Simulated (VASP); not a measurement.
Here is a VASP 6.6.1 calculation.

The input INCAR:

```
  ALGO = Normal
  EDIFF = 1E-6
  EDIFFG = -0.005
  ENCUT = 600
  GGA = PE
  IBRION = 2
  ISIF = 3
  ISMEAR = -1
  LASPH = T
  LCHARG = F
  LREAL = F
  LWAVE = F
  NELM = 80
  NSW = 80
  PREC = Accurate
  SIGMA = 0.02
```

The input KPOINTS:

```
k-points
0
Gamma
  6 4 6
```

POSCAR

```
Ga4P3N
1.0
    3.5055055957      0.0000000000      0.0000000000
    0.0000000000      7.0110111915      0.0000000000
    0.0000000000      0.0000000000      4.9575335565
N Ga P
1 4 3
Direct
    0.0000000000      0.0000000000      0.0000000000
    0.5000000000      0.0000000000      0.7500000000
    0.0000000000      0.7500000000      0.2500000000
    0.5000000000      0.5000000000      0.7500000000
    0.0000000000      0.2500000000      0.2500000000
    0.5000000000      0.7500000000      0.5000000000
    0.0000000000      0.5000000000      0.0000000000
    0.5000000000      0.2500000000      0.5000000000
```

Potentials or basis: VASP PAW PBE potentials, release 64 (N, Ga_d, P).

Command:

```bash
$ cat potpaw_PBE.64/N/POTCAR potpaw_PBE.64/Ga_d/POTCAR potpaw_PBE.64/P/POTCAR > POTCAR
$ mpirun -np 1 vasp_std > vasp.out
```

Question: What does it give for the relaxed volume?

Answer: 18.29 Å³/atom.

Question: What does it give for the relaxed cell?

Answer: a = 3.733 Å, b = 7.504 Å, c = 5.224 Å, α = 90.00°, β = 90.00°, γ = 90.00°.

Question: Predict the space group after relaxing (to 0.05 Å).

Answer: Pmm2 (No. 25).

Question: What does it give for the band gap on the k mesh?

Answer: Zero (band 36 reaches 4.97 eV, above the bottom of band 37 at 4.92 eV).

Step by step:
```
step  energy change (eV)  largest force (eV/Å)  pressure (GPa)  volume (Å³)
   1              0.0000                4.5130           29.43       121.84
   2             -1.9621                0.6388          -11.01       178.14
   3             -2.9894                1.3755           -2.61       152.77
   4             -2.9907                1.4136           -2.03       152.03
   5             -3.2632                0.8464           -1.09       149.01
   6             -3.3815                0.4560            0.68       145.74
   7             -3.4216                0.3015           -0.20       146.88
   8             -3.4239                0.2602           -0.47       147.22
   9             -3.4299                0.1254            0.13       146.12
  10             -3.4299                0.1186            0.07       146.20
  11             -3.4316                0.0695            0.05       146.24
  12             -3.4323                0.1038           -0.01       146.27
  13             -3.4332                0.0356            0.03       146.26
  14             -3.4334                0.0313            0.04       146.25
  15             -3.4335                0.0123           -0.09       146.41
  16             -3.4335                0.0122           -0.02       146.37
  17             -3.4335                0.0076           -0.03       146.38
  18             -3.4335                0.0122           -0.04       146.38
  19             -3.4335                0.0094            0.09       146.26
  20             -3.4335                0.0063           -0.02       146.31
  21             -3.4335                0.0069            0.03       146.30
  22             -3.4335                0.0063            0.02       146.31
  23             -3.4335                0.0062            0.00       146.31
  24             -3.4335                0.0017            0.00       146.31
```

Caveat: the volume moved by over 15 % at a fixed basis, so the end points are rough.
